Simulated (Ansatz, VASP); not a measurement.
## One calculation of B, two programs

```
B
1.0
     2.08956   -2.83254    0.01496
     2.12374    2.85673   -0.04324
    -0.02941   -0.04285    4.32697
B
8
Direct
  0.25247 0.24443 0.23927
  0.24698 0.75782 0.27027
  0.72852 0.23950 0.25160
  0.77122 0.74562 0.25200
  0.25395 0.28303 0.74975
  0.24028 0.73759 0.73865
  0.74338 0.24356 0.75408
  0.76320 0.74845 0.74437
```

Change from the starting cell: N type (Pnma, No. 62); cell x4, atoms moved at random (sigma 0.05 Å) and cell strained at random (1.5 %), then relaxed without symmetry.

Alike in both runs: task relaxation of cell and atoms; functional PBE; k mesh 8 × 8 × 6; occupations gaussian, width 0.1 eV; no spin polarisation.

|  | VASP | Ansatz |
| --- | --- | --- |
| version | VASP 6.6.1 | Ansatz 0.2.0 |
| potentials or method | VASP PAW PBE potentials, release 64 (B), cutoff 600 eV | scalar-relativistic, plane waves, PAW |
| valence electrons in the cell | 24 | 24 |

Ansatz gave:

| Item | Value |
| --- | --- |
| gap on the k mesh at the Fermi level, each at its own relaxed structure (eV) | none |
| relaxed volume (Å³/atom) | 6.72 |
| relaxed length of the cell vector where the two differ most in proportion (Å) | 3.715 |

**Question.** Which values does VASP return?

**Answer.** gap on the k mesh at the Fermi level, each at its own relaxed structure (eV): none; relaxed volume (Å³/atom): 6.72; relaxed length of the cell vector where the two differ most in proportion (Å): 3.714.

A gap of «none» marks a metal or a gap that the smearing closes.
